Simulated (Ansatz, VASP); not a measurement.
**Two plane-wave programs on Ta3AsAu2O13**

The input INCAR:

```
SYSTEM = Ta3AsAu2O13
ALGO = Normal ; EDIFF = 1E-8
ENCUT = 520 ; GGA = PE
ISIF = 2 ; ISMEAR = -1
KPAR = 4 ; LASPH = .TRUE.
LCHARG = .FALSE. ; LEFG = .TRUE.
LREAL = .FALSE. ; LWAVE = .FALSE.
NELM = 100 ; PREC = Accurate
SIGMA = 0.05
```

Contents of KPOINTS:

```
k-points
0
G
  4 4 4
  0 0 0
```

Contents of POSCAR:

```
Ta3AsAu2O13
1.0
    5.2423700000      3.0266800000      4.1427300000
   -5.2423700000      3.0266800000      4.1427300000
    0.0000000000     -6.0533700000      4.1427300000
Ta As Au O
3 1 2 13
Direct
    0.2310800000      0.5722900000      0.2310800000
    0.2310800000      0.2310800000      0.5722900000
    0.5722900000      0.2310800000      0.2310800000
    0.5587800000      0.5587800000      0.5587800000
    0.9655900000      0.9655900000      0.9655900000
    0.7510500000      0.7510500000      0.7510500000
    0.4088400000      0.6676200000      0.4088400000
    0.4088400000      0.4088400000      0.6676200000
    0.6676200000      0.4088400000      0.4088400000
    0.4972600000      0.0131300000      0.3602400000
    0.3602400000      0.4972600000      0.0131300000
    0.0131300000      0.3602400000      0.4972600000
    0.3602400000      0.0131300000      0.4972600000
    0.0131300000      0.4972600000      0.3602400000
    0.4972600000      0.3602400000      0.0131300000
    0.1096300000      0.7480600000      0.1096300000
    0.1096300000      0.1096300000      0.7480600000
    0.7480600000      0.1096300000      0.1096300000
    0.3084000000      0.3084000000      0.3084000000
```

File input.yaml:

```yaml
crystal:
  lattice:
    - [5.24237, 3.02668, 4.14273]
    - [-5.24237, 3.02668, 4.14273]
    - [0.0, -6.05337, 4.14273]
  atoms:
    - { symbol: Ta, position: [0.23108, 0.57229, 0.23108] }
    - { symbol: Ta, position: [0.23108, 0.23108, 0.57229] }
    - { symbol: Ta, position: [0.57229, 0.23108, 0.23108] }
    - { symbol: As, position: [0.55878, 0.55878, 0.55878] }
    - { symbol: Au, position: [0.96559, 0.96559, 0.96559] }
    - { symbol: Au, position: [0.75105, 0.75105, 0.75105] }
    - { symbol: O, position: [0.40884, 0.66762, 0.40884] }
    - { symbol: O, position: [0.40884, 0.40884, 0.66762] }
    - { symbol: O, position: [0.66762, 0.40884, 0.40884] }
    - { symbol: O, position: [0.49726, 0.01313, 0.36024] }
    - { symbol: O, position: [0.36024, 0.49726, 0.01313] }
    - { symbol: O, position: [0.01313, 0.36024, 0.49726] }
    - { symbol: O, position: [0.36024, 0.01313, 0.49726] }
    - { symbol: O, position: [0.01313, 0.49726, 0.36024] }
    - { symbol: O, position: [0.49726, 0.36024, 0.01313] }
    - { symbol: O, position: [0.10963, 0.74806, 0.10963] }
    - { symbol: O, position: [0.10963, 0.10963, 0.74806] }
    - { symbol: O, position: [0.74806, 0.10963, 0.10963] }
    - { symbol: O, position: [0.3084, 0.3084, 0.3084] }
hamiltonian:
  xc: pbe
  pseudopotentials: { kind: paw, frozen_core: stored }
kpoints:
  mp_grid: { grid: [4, 4, 4] }
scf:
  occupations: { method: fermi_dirac, width: 0.05 }
output:
  forces: true
  stress: true
  eigenvalues: true
  efg: {}
  write_density: true
  write_potential: true
  elf: true
  volumetric_format: npy
```

Alike in both runs: task electric field gradients; functional PBE; k mesh 4 × 4 × 4; occupations fermi-dirac, width 0.05 eV; no spin polarisation.

|  | VASP | Ansatz |
| --- | --- | --- |
| version | VASP 6.6.1 | Ansatz 0.2.0 |
| potentials or method | VASP PAW PBE potentials, release 64 (Ta_pv, As, Au, O) | Ansatz PAW |
| plane-wave cutoff (eV) | 520 | 420 |
| valence electrons in the cell | 138 | 170 |

Ansatz gave:

```
gap on the k mesh at the Fermi level (eV)                     : 1.07
least direct gap on the mesh (eV)                             : 1.11
pressure (GPa)                                                : 0.0
traceless stress, the component that is largest in VASP (GPa) : 0.01
rms of the force components (eV/Å)                            : 0.002
size of Vzz on the site where it differs most (V/Å²)          : 202.1
```

Task: Which values does VASP return?

Result: gap on the k mesh at the Fermi level (eV): 1.06; least direct gap on the mesh (eV): 1.09; pressure (GPa): 0.6; traceless stress, the component that is largest in VASP (GPa): -0.28; rms of the force components (eV/Å): 0.100; size of Vzz on the site where it differs most (V/Å²): 437.9.

Atom by atom the forces differ by 0.098 eV/Å (rms over components). VASP's potentials hold 138 valence electrons a cell and Ansatz's 170, so a difference there can come from the potentials and not from the codes.

Neither program's run includes spin-orbit coupling.
